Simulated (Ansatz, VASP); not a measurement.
V: VASP beside Ansatz

Contents of INCAR:

```
SYSTEM = V
  PREC = Accurate
  ENCUT = 520
  EDIFF = 1E-6
  ISMEAR = -1
  SIGMA = 0.05
  LREAL = .False.
  LASPH = .True.
  NELM = 150
  ALGO = Normal
  ISIF = 2
  LWAVE = .False.
  LCHARG = .False.
  ISPIN = 2
  MAGMOM = 2
  LORBIT = 11
  LMAXMIX = 4
  NBANDS = 16
```

KPOINTS

```
regular mesh
0
Gamma
  12 12 12
  0 0 0
```

The input POSCAR:

```
V
1.0
   -1.5440506776      1.5440506776      1.5440506776
    1.5440506776     -1.5440506776      1.5440506776
    1.5440506776      1.5440506776     -1.5440506776
V
1
Direct
    0.0000000000      0.0000000000      0.0000000000
```

input.yaml

```yaml
crystal:
  lattice:
    - [-1.5440506776, 1.5440506776, 1.5440506776]
    - [1.5440506776, -1.5440506776, 1.5440506776]
    - [1.5440506776, 1.5440506776, -1.5440506776]
  atoms:
    - { symbol: V, position: [0.0, 0.0, 0.0], spin: 2.0 }
kpoints:
  mp_grid: { grid: [12, 12, 12] }
scf:
  occupations: { method: fermi_dirac, width: 0.05 }
hamiltonian:
  xc: lda
  pseudopotentials: { kind: all_electron, lapw: { basis_error: 0.001 } }
magnetization:
  spin_polarized: true
output:
  forces: true
  stress: true
  eigenvalues: true
```

Change from the starting cell: volume scaled by 1.06.

Alike in both runs: task single point; functional LDA; k mesh 12 × 12 × 12; occupations fermi-dirac, width 0.05 eV; collinear spin.

|  | VASP | Ansatz |
| --- | --- | --- |
| version | VASP 6.6.1 | Ansatz 0.2.0 |
| potentials or method | VASP PAW LDA potentials, release 64 (V_sv), cutoff 520 eV | all-electron LAPW, scalar-relativistic |

```csv
,VASP,Ansatz,Ansatz less VASP
gap on the k mesh at the Fermi level (eV),none,none,-
pressure (GPa),-24.5,-24.8,-0.29
net moment per atom (μB),0.00,0.00,-0.002
```

LDA's correlation is that of Perdew and Zunger in VASP and of Perdew and Wang (1992) in Ansatz. A gap of «none» marks a metal or a gap that the smearing closes. Ansatz ran all-electron here, and VASP with PAW potentials.
